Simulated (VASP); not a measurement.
InSb3: single point with PBEsol

The system is InSb3.

```
CELL_PARAMETERS angstrom
4.41021 0.00000 0.00000
0.00000 4.41021 0.00000
0.00000 0.00000 5.29049
ATOMIC_POSITIONS crystal
In 0.00000 0.00000 0.00000
Sb 0.50000 0.00000 0.50000
Sb 0.00000 0.50000 0.50000
Sb 0.50000 0.50000 0.00000
```

```yaml
Program: VASP 6.6.1
Task: single point
Functional: PBEsol
Potentials_or_basis: VASP PAW PBE potentials, release 64 (In_d, Sb)
Cutoff: 520 eV
k_mesh: 10 × 10 × 10
Occupations: gaussian, width 0.15 eV
Spin: no spin polarisation
```

| Item | Value |
| --- | --- |
| Pressure | 2.0 GPa |
| Band gap on the k mesh | zero (bands 14 and 15 overlap by 3.65 eV) |

Stress tensor (GPa, compression positive):
```
2.41 0.00 0.00
0.00 2.41 0.00
0.00 0.00 1.18
```

Levels at points of the mesh, in eV from the Fermi level:
```csv
k point,band 10,band 11,band 12,band 13,band 14,band 15,band 16,band 17,band 18,band 19
"(0.00, 0.00, 0.00)",-4.07,-4.07,-3.11,-0.15,-0.15,0.74,1.91,2.99,2.99,4.12
"(0.50, 0.00, 0.00)",-3.58,-2.85,-2.17,-1.53,-0.91,-0.78,1.61,2.56,3.13,3.13
"(0.50, 0.50, 0.00)",-3.85,-2.82,-2.82,-1.89,-1.77,-1.51,-1.51,0.40,5.52,5.68
"(0.00, 0.00, 0.50)",-3.13,-3.13,-2.05,-2.05,-0.63,-0.30,0.46,1.38,3.59,3.59
"(0.50, 0.00, 0.50)",-1.67,-1.07,-1.00,-0.90,-0.84,-0.59,0.59,1.56,2.23,2.57
"(0.50, 0.50, 0.50)",-5.58,-5.18,-5.18,-4.82,2.14,2.54,2.54,4.96,5.65,5.70
```

It took 5.9 min on 1 thread of AMD EPYC 7R13, with other jobs on the host, peak memory 0.38 GiB.

Caveat: the PAW data sets were made with another functional, which shifts forces and pressure a little; spin-orbit coupling is left out, which moves the levels of the heavy elements.
